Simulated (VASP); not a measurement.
Here is a VASP 6.6.1 calculation.

File POSCAR:

```
SnSe2
1.0
    3.7204704328      0.0000000000      0.0000000000
   -1.8602352164      3.2220219088      0.0000000000
    0.0000000000      0.0000000000      6.9512455906
Sn Se
1 2
Direct
    0.0000000000      0.0000000000      0.0000000000
    0.3333333333      0.6666666667      0.2412719747
    0.6666666667      0.3333333333      0.7587280253
```

Contents of INCAR.step1:

```
PREC = Accurate
ENCUT = 520
ISMEAR = 0
SIGMA = 0.05
LREAL = False
LASPH = True
NELM = 60
NBANDS = 20
GGA = PE
ALGO = Normal
EDIFF = 1E-4
LWAVE = True
LCHARG = False
```

The input INCAR.step2:

```
PREC = Accurate
ENCUT = 520
EDIFF = 1E-7
ISMEAR = 0
SIGMA = 0.05
LREAL = False
LASPH = True
NELM = 60
ALGO = Normal
ISIF = 2
LWAVE = False
LCHARG = False
METAGGA = R2SCAN
LMIXTAU = True
NBANDS = 20
ISTART = 1
```

Contents of KPOINTS:

```
Automatic mesh
0
Gamma
  12 12 6
```

Potentials or basis: VASP PAW PBE potentials, release 64 (Sn_d, Se).

The run is started by

```bash
$ cat potpaw_PBE.64/Sn_d/POTCAR potpaw_PBE.64/Se/POTCAR > POTCAR
$ cp INCAR.step1 INCAR
$ mpirun -np 1 vasp_std > vasp.out
$ cp INCAR.step2 INCAR
$ mpirun -np 1 vasp_std > vasp.out
```

**Question.** Predict the band gap on the k mesh.

**Answer.** 0.55 eV, indirect (least direct gap 1.17 eV).

**Question.** Predict the largest force.

**Answer.** 0.661 eV/Å.

**Question.** Predict the pressure.

**Answer.** 0.4 GPa.

Stress tensor (GPa, compression positive):
```
 2.91  0.00  0.00
 0.00  2.91  0.00
 0.00  0.00 -4.62
```

Caveat: the PAW data sets were made with another functional, which shifts forces and pressure a little; spin-orbit coupling is left out, which moves the levels of the heavy elements. A k mesh can miss the band edges.
